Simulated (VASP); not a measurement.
Runs of VASP 6.6.1 on Ru. The structure is that of space group P6_3/mmc (No. 194), or close to it. The cells are those of the table. 

```csv
task,cell,k mesh,cutoff (eV),smearing,gap on the mesh (eV),pressure (GPa),relaxed volume (Å³/atom)
single point,"a = 2.708, b = 2.708, c = 4.268 Å, angles 90.0, 90.0, 120.0°, 2 atoms",9 × 9 × 4,520,gaussian 0.1 eV,none,5.2,-
relaxation of cell and atoms,"relaxed from a = 2.708, b = 2.708, c = 4.268 Å, angles 90.0, 90.0, 120.0°, 2 atoms",15 × 15 × 8,600,gaussian 0.1 eV,none,0.0,13.76
single point,"a = 2.720, b = 2.720, c = 4.296 Å, angles 90.0, 90.0, 120.0°, 2 atoms",15 × 15 × 8,520,gaussian 0.1 eV,none,0.0,-
relaxation of cell and atoms,"relaxed from a = 2.720, b = 2.720, c = 4.296 Å, angles 90.0, 90.0, 120.0°, 2 atoms",15 × 15 × 8,600,fermi-dirac 0.15 eV,none,0.0,(a)
single point,"a = 2.722, b = 2.722, c = 4.297 Å, angles 90.0, 90.0, 120.0°, 2 atoms",15 × 15 × 8,520,fermi-dirac 0.15 eV,none,-0.1,-
```

Alike in all rows: level PBE; potentials or basis VASP PAW PBE potentials, release 64 (Ru_pv); no spin polarisation.

Question: Estimate the missing entries.

Answer: (a) 13.78.

Caveats: some runs use coarse meshes.

A k mesh can miss the band edges, and the runs leave out spin-orbit coupling on Ru.

A gap of «none» marks levels without a gap at the run's occupations.
